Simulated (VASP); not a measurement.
Input of a VASP 6.6.1 run:

POSCAR

```
TaN
1.0
    2.7323076900      0.0000000000      0.0000000000
    0.0000000000      2.7323076900      0.0000000000
    0.0000000000      0.0000000000      2.7323076900
Ta N
1 1
Direct
    0.0000000000      0.0000000000      0.0000000000
    0.5000000000      0.5000000000      0.5000000000
```

The input INCAR.step1:

```
SYSTEM = TaN
  PREC = Accurate
  ENCUT = 600
  EDIFF = 1E-5
  ISMEAR = -1
  SIGMA = 0.05
  LREAL = .FALSE.
  LASPH = .TRUE.
  NELM = 60
  ALGO = Normal
  LWAVE = .TRUE.
  LCHARG = .FALSE.
  GGA = PE
  NBANDS = 15
```

INCAR.step2

```
SYSTEM = TaN
  PREC = Accurate
  ENCUT = 600
  EDIFF = 1E-6
  ISMEAR = -1
  SIGMA = 0.05
  LREAL = .FALSE.
  LASPH = .TRUE.
  NELM = 60
  ALGO = Normal
  ISIF = 3
  LWAVE = .FALSE.
  LCHARG = .FALSE.
  GGA = PS
  LHFCALC = .TRUE.
  AEXX = 0.25
  HFSCREEN = 0.207
  PRECFOCK = Normal
  IBRION = 2
  NSW = 60
  EDIFFG = -0.01
  ISTART = 1
```

File KPOINTS:

```
Automatic mesh
0
G
  5 5 5
  0 0 0
```

Potentials or basis: VASP PAW PBE potentials, release 64 (Ta_pv, N).

The run is started by

```bash
$ cat potpaw_PBE.64/Ta_pv/POTCAR potpaw_PBE.64/N/POTCAR > POTCAR
$ cp INCAR.step1 INCAR
$ mpirun -np 1 vasp_std > vasp.out
$ cp INCAR.step2 INCAR
$ mpirun -np 1 vasp_std > vasp.out
```

Problem. Predict the space group after relaxing (to 0.1 Å).

Solution. Pm-3m (No. 221).

Problem. Predict the band gap on the k mesh.

Solution. Zero (bands 8 and 9 overlap by 7.33 eV).

Step by step:
```csv
step,energy change (eV),largest force (eV/Å),pressure (GPa),volume (Å³)
1,0.0000,0.0000,-8.10,20.40
2,0.0501,0.0000,20.76,18.91
3,-0.0122,0.0000,-0.10,19.93
```

Caveat: the k points lie up to 0.46 Å⁻¹ apart in the final cell, too coarse for converged energies and pressures of a metal; the PAW data sets were made with another functional, which shifts forces and pressure a little; spin-orbit coupling is left out, which moves the levels of the heavy elements.
